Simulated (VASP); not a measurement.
A run of VASP 6.6.1:

The input INCAR:

```
SYSTEM = Al
PREC     = Accurate       ! precision mode
ENCUT    = 520            ! plane-wave cutoff, eV
EDIFF    = 1E-6           ! SCF threshold, eV
ISMEAR   = 0              ! smearing method
SIGMA    = 0.1            ! smearing width, eV
LREAL    = .False.        ! projectors in reciprocal space
LASPH    = .True.         ! aspherical terms in the spheres
NELM     = 100            ! most SCF steps
ALGO     = Normal         ! electronic algorithm
ISIF     = 2              ! what is computed and relaxed
LWAVE    = .False.        ! write WAVECAR
LCHARG   = .True.         ! write CHGCAR
LDIPOL   = .True.       
IDIPOL   = 3            
DIPOL    = 0.5 0.5 0.332
GGA      = PE             ! functional
LELF     = .True.         ! ELF
LVHAR    = .True.       
LVACPOTAV= .True.       
NBANDS   = 32             ! bands
```

File KPOINTS:

```
Automatic mesh
0
Gamma
  6 6 1
  0 0 0
```

File POSCAR:

```
Al
1.0
    5.7143028096      0.0000000000      0.0000000000
   -2.8571514048      4.9487313980      0.0000000000
    0.0000000000      0.0000000000     20.1016424764
Al
13
Direct
    0.3333333333      0.1666666667      0.1989887147
    0.3333333333      0.6666666667      0.1989887147
    0.8333333333      0.1666666667      0.1989887147
    0.8333333333      0.6666666667      0.1989887147
    0.1666666667      0.3333333333      0.3134533099
    0.1666666667      0.8333333333      0.3134533099
    0.6666666667      0.3333333333      0.3134533099
    0.6666666667      0.8333333333      0.3134533099
    0.0000000000      0.0000000000      0.4279074452
    0.0000000000      0.5000000000      0.4279074452
    0.5000000000      0.0000000000      0.4279074452
    0.5000000000      0.5000000000      0.4279074452
    0.0000000000      0.0000000000      0.5542830443
```

Potentials or basis: VASP PAW PBE potentials, release 64 (Al).

Run with:

```sh
$ cat potpaw_PBE.64/Al/POTCAR > POTCAR
$ mpirun -np 1 vasp_std > vasp.out
```

Hardware: 1 thread of Intel(R) Xeon(R) 6975P-C (Granite Rapids) (shared host).

Q: Estimate the wall time of this run.

A: It took 2.9 min on 1 thread of Intel(R) Xeon(R) 6975P-C (Granite Rapids) (shared host), peak memory 0.55 GiB. Counts: scf iterations 25, k points 7.
